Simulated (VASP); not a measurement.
Write the native input for VASP 6.6.1 that does the following.

- Task: single point
- Functional: r2SCAN
- Potentials or basis: VASP PAW PBE potentials, release 64 (Si, C)
- Cutoff: 520 eV
- k mesh: 8 × 8 × 6
- Occupations: gaussian, width 0.01 eV
- Spin: no spin polarisation
- Dipole correction: no
- Further INCAR settings: ALGO = Normal; EDIFF = 1e-06; NBANDS = 16

Crystal: SiC.

```xyz
4
Lattice="3.1368 0.0000 0.0000 -1.5684 2.7166 0.0000 0.0000 0.0000 5.0318" Properties=species:S:1:pos:R:3 pbc="T T T"
Si    0.0000    1.8111    0.0180
Si    1.5684    0.9055    2.5338
C     0.0000    1.8111    1.9193
C     1.5684    0.9055    4.4352
```

This cell differs from its parent crystal: in-plane strain +0.02, then relaxed in part.

One way to write it, as run:

POSCAR

```
SiC
1.0
    3.1368429885      0.0000000000      0.0000000000
   -1.5684214943      2.7165857157      0.0000000000
    0.0000000000      0.0000000000      5.0317933374
Si C
2 2
Direct
    0.3333333333      0.6666666667      0.0035675155
    0.6666666667      0.3333333333      0.5035675155
    0.3333333333      0.6666666667      0.3814324845
    0.6666666667      0.3333333333      0.8814324845
```

INCAR.step1

```
ALGO = Normal
EDIFF = 1E-4
ENCUT = 520
GGA = PE
ISMEAR = 0
LASPH = T
LCHARG = F
LREAL = F
LWAVE = T
NBANDS = 16
NELM = 80
PREC = Accurate
SIGMA = 0.01
```

INCAR.step2

```
ALGO = Normal
EDIFF = 1E-6
ENCUT = 520
ISIF = 2
ISMEAR = 0
ISTART = 1
LASPH = T
LCHARG = T
LELF = T
LMIXTAU = T
LREAL = F
LVHAR = T
LWAVE = F
METAGGA = R2SCAN
NBANDS = 16
NELM = 80
PREC = Accurate
SIGMA = 0.01
```

KPOINTS

```
k-points
0
Gamma
  8 8 6
```

Potentials or basis: VASP PAW PBE potentials, release 64 (Si, C).

Command:

```sh
$ cat potpaw_PBE.64/Si/POTCAR potpaw_PBE.64/C/POTCAR > POTCAR
$ cp INCAR.step1 INCAR
$ mpirun -np 1 vasp_std > vasp.out
$ cp INCAR.step2 INCAR
$ mpirun -np 1 vasp_std > vasp.out
```

It gave:

* Pressure: -7.9 GPa
* Band gap on the k mesh: 2.94 eV, indirect (least direct gap 4.20 eV)

Caveat: the cell differs from its parent crystal (in-plane strain +0.02, then relaxed in part); the PAW data sets were made with another functional, which shifts forces and pressure a little.

It took 38 s on 1 thread of Intel(R) Xeon(R) 6975P-C (Granite Rapids) (shared host), peak memory 0.17 GiB.
